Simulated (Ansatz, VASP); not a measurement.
# One calculation of Si, two programs

The input POSCAR:

```
Si
1.0
   -3.3109000000      3.3109000000      3.3109000000
    3.3109000000     -3.3109000000      3.3109000000
    3.3109000000      3.3109000000     -3.3109000000
Si
8
Direct
    0.2060000000      0.2060000000      0.2060000000
    0.5000000000      0.0000000000      0.2940000000
    0.2940000000      0.5000000000      0.0000000000
    0.0000000000      0.2940000000      0.5000000000
    0.7940000000      0.7940000000      0.7940000000
    0.5000000000      0.0000000000      0.7060000000
    0.7060000000      0.5000000000      0.0000000000
    0.0000000000      0.7060000000      0.5000000000
```

The input INCAR.step1:

```
PREC = Accurate ; ENCUT = 520
ISMEAR = 0 ; SIGMA = 0.1
LREAL = False ; LASPH = True
NELM = 60 ; NBANDS = 26
GGA = PE ; ALGO = Normal
EDIFF = 1E-4 ; LWAVE = True
LCHARG = False
```

File INCAR.step2:

```
PREC = Accurate ; ENCUT = 520
EDIFF = 1E-6 ; ISMEAR = 0
SIGMA = 0.1 ; LREAL = False
LASPH = True ; NELM = 60
ALGO = Normal ; ISIF = 2
LWAVE = False ; LCHARG = False
METAGGA = R2SCAN ; LMIXTAU = True
NBANDS = 26 ; ISTART = 1
```

File KPOINTS:

```
Automatic mesh
0
Gamma
  8 8 8
```

Input for Ansatz:

```yaml
crystal:
  lattice:
    - [-3.3109, 3.3109, 3.3109]
    - [3.3109, -3.3109, 3.3109]
    - [3.3109, 3.3109, -3.3109]
  atoms:
    - { symbol: Si, position: [0.206, 0.206, 0.206] }
    - { symbol: Si, position: [0.5, 0.0, 0.294] }
    - { symbol: Si, position: [0.294, 0.5, 0.0] }
    - { symbol: Si, position: [0.0, 0.294, 0.5] }
    - { symbol: Si, position: [0.794, 0.794, 0.794] }
    - { symbol: Si, position: [0.5, 0.0, 0.706] }
    - { symbol: Si, position: [0.706, 0.5, 0.0] }
    - { symbol: Si, position: [0.0, 0.706, 0.5] }
basis:
  ecutwfc: 500
kpoints:
  mp_grid: { grid: [8, 8, 8] }
hamiltonian:
  xc: r2scan
scf:
  occupations: { method: gaussian, width: 0.1 }
output:
  forces: true
  stress: true
  eigenvalues: true
```

Alike in both runs: task single point; functional r2SCAN; k mesh 8 × 8 × 8; occupations gaussian, width 0.1 eV; no spin polarisation.

|  | VASP | Ansatz |
| --- | --- | --- |
| version | VASP 6.6.1 | Ansatz 0.2.0 |
| potentials or method | VASP PAW PBE potentials, release 64 (Si), cutoff 520 eV | scalar-relativistic, plane waves, PAW |
| valence electrons in the cell | 32 | 32 |

|  | VASP | Ansatz | Ansatz less VASP |
| --- | --- | --- | --- |
| gap on the k mesh at the Fermi level (eV) | none | none | - |
| pressure (GPa) | -0.1 | 0.2 | +0.22 |
| rms of the force components (eV/Å) | 0.212 | 0.206 | -0.0055 |

VASP's potentials were made for PBE, not for r2SCAN. Atom by atom the forces differ by 0.005 eV/Å (rms over components). A gap of «none» marks a metal or a gap that the smearing closes.
